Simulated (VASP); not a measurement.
A run of VASP 6.6.1:

File POSCAR:

```
WS2
1.0
    1.6588374827      0.9577302672      6.5243933581
   -1.6588374827      0.9577302672      6.5243933581
    0.0000000000     -1.9154605344      6.5243933581
W S
1 2
Direct
   -0.0000022645     -0.0000022645     -0.0000022645
    0.4109453691      0.4109453691      0.4109453691
    0.2557235620      0.2557235620      0.2557235620
```

File INCAR.step1:

```
SYSTEM = WS2
ALGO = Normal
EDIFF = 1E-4
ENCUT = 520
GGA = PE
ISMEAR = 0
LASPH = .TRUE.
LCHARG = .FALSE.
LREAL = .FALSE.
LWAVE = .TRUE.
NBANDS = 20
NELM = 100
PREC = Accurate
SIGMA = 0.01
```

The input INCAR.step2:

```
SYSTEM = WS2
ALGO = Normal
EDIFF = 1E-6
ENCUT = 520
ISIF = 2
ISMEAR = 0
ISTART = 1
LASPH = .TRUE.
LCHARG = .FALSE.
LMIXTAU = .TRUE.
LREAL = .FALSE.
LWAVE = .FALSE.
METAGGA = R2SCAN
NBANDS = 20
NELM = 100
PREC = Accurate
SIGMA = 0.01
```

Contents of KPOINTS:

```
k-points
0
G
  10 10 10
  0 0 0
```

Potentials or basis: VASP PAW PBE potentials, release 64 (W_sv, S).

Command:

```sh
$ cat potpaw_PBE.64/W_sv/POTCAR potpaw_PBE.64/S/POTCAR > POTCAR
$ cp INCAR.step1 INCAR
$ mpirun -np 1 vasp_std > vasp.out
$ cp INCAR.step2 INCAR
$ mpirun -np 1 vasp_std > vasp.out
```

Hardware: 1 thread of Intel(R) Xeon(R) Platinum 8259CL CPU @ 2.50GHz (Skylake/Cascade Lake), with other jobs on the host.

How long does it take, and how much memory?

It took 31 min on 1 thread of Intel(R) Xeon(R) Platinum 8259CL CPU @ 2.50GHz (Skylake/Cascade Lake) (shared host), peak memory 0.52 GiB. Counts: k points 116.
